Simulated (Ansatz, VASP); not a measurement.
# LiTaBe2N3: VASP beside Ansatz

```
CELL_PARAMETERS angstrom
3.59805 0.00000 0.00000
-1.79902 3.11600 0.00000
0.00000 0.00000 9.01624
ATOMIC_POSITIONS crystal
Li 0.00000 0.00000 0.50000
Ta 0.00000 0.00000 0.00000
Be 0.00000 0.00000 0.27084
Be 0.00000 0.00000 0.72916
N 0.50000 0.00000 0.50000
N 0.00000 0.50000 0.50000
N 0.50000 0.50000 0.50000
```

Alike in both runs: functional PBE; k mesh 4 × 4 × 2; occupations gaussian, width 0.15 eV; no spin polarisation.

Ansatz relaxed the structure, and its values are those at the end. VASP's run is a single point on that final structure, the one shown.

|  | VASP | Ansatz |
| --- | --- | --- |
| version | VASP 6.6.1 | Ansatz 0.2.0 |
| potentials or method | VASP PAW PBE potentials, release 64 (Li_sv, Ta_pv, Be, N), cutoff 750 eV | scalar-relativistic, plane waves, PAW |
| valence electrons in the cell | 33 | 35 |

Ansatz gave:

```
gap on the k mesh at the Fermi level (eV) : none
pressure (GPa)                            : -0.2
rms of the force components (eV/Å)        : 0.002
```

Question: What did VASP give for the same quantities?

Answer: gap on the k mesh at the Fermi level (eV): none; pressure (GPa): -0.1; rms of the force components (eV/Å): 0.003.

A gap of «none» marks a metal or a gap that the smearing closes. With one functional, cell and mesh, what is left measures potentials, basis and numerics. VASP's potentials hold 33 valence electrons a cell and Ansatz's 35, so a difference there can come from the potentials and not from the codes.

The k mesh is coarse, so the values compare programs but aren't converged. Neither program's run includes spin-orbit coupling.
